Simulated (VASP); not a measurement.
Runs of VASP 6.6.1 on CdSb2C. The structure is that of space group P-4m2 (No. 115), or close to it. The cells are those of the table. 

```csv
task,level,cell,cutoff (eV),gap on the mesh (eV),pressure (GPa),relaxed volume (Å³/atom),largest force (eV/Å)
relaxation of cell and atoms,PBE,"relaxed from a = 4.003, b = 4.003, c = 5.661 Å, 4 atoms",600,none,0.0,25.00,-
single point,PBE,"a = 3.861, b = 3.861, c = 6.705 Å, 4 atoms",520,none,(a),-,-
relaxation of cell and atoms,r2SCAN,"relaxed from a = 3.861, b = 3.861, c = 6.705 Å, 4 atoms",600,none,0.0,24.31,-
single point,r2SCAN,"a = 3.833, b = 3.833, c = 6.604 Å, 4 atoms",520,none,0.2,-,0.02
single point,PBE,"a = 3.833, b = 3.833, c = 6.604 Å, 4 atoms",520,none,1.6,-,(b)
```

Alike in all rows: potentials or basis VASP PAW PBE potentials, release 64 (Cd, Sb, C); no spin polarisation; k mesh 6 × 6 × 4; smearing fermi-dirac 0.02 eV.

Task: Estimate the missing entries.

Result: (a) 0.1; (b) 0.13.

Caveats: spin-orbit coupling is left out, which moves the levels of the heavy elements; the PAW data sets were made with another functional, which shifts forces and pressure a little (some runs).

A k mesh can miss the band edges, and the runs leave out spin-orbit coupling on Cd, Sb.

A gap of «none» marks levels without a gap at the run's occupations.
